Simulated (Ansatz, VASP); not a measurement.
## Fe in VASP and in Ansatz

```
Fe
1.0
     2.62297    0.00000    0.00000
    -1.31148    2.27156    0.00000
     0.00000    0.00000    8.81092
Fe
4
Direct
  0.00000 0.00000 0.00000
  0.00000 0.00000 0.50000
  0.33333 0.66667 0.25000
  0.66667 0.33333 0.75000
```

Alike in both runs: task single point; functional r2SCAN; k mesh 16 × 16 × 4; occupations fermi-dirac, width 0.05 eV; collinear spin.

|  | VASP | Ansatz |
| --- | --- | --- |
| version | VASP 6.6.1 | Ansatz 0.2.0 |
| potentials or method | VASP PAW PBE potentials, release 64 (Fe), cutoff 520 eV | plane waves (500 eV) with PAW, scalar-relativistic |
| valence electrons in the cell | 32 | 64 |

```tsv
	VASP	Ansatz	Ansatz less VASP
pressure (GPa)	-11.5	-11.1	+0.43
traceless stress, the component that is largest in VASP (GPa)	0.63	0.31	-0.328
net moment per atom (μB)	2.86	2.87	+0.008
size of the moment on the site where the two differ most (μB)	2.93	3.00	+0.069
```

VASP's potentials were made for PBE, not for r2SCAN. Site moments also hang on the region over which each program counts them. VASP's potentials hold 32 valence electrons a cell and Ansatz's 64, so a difference there can come from the potentials and not from the codes. Ansatz's warnings: stability check not made.
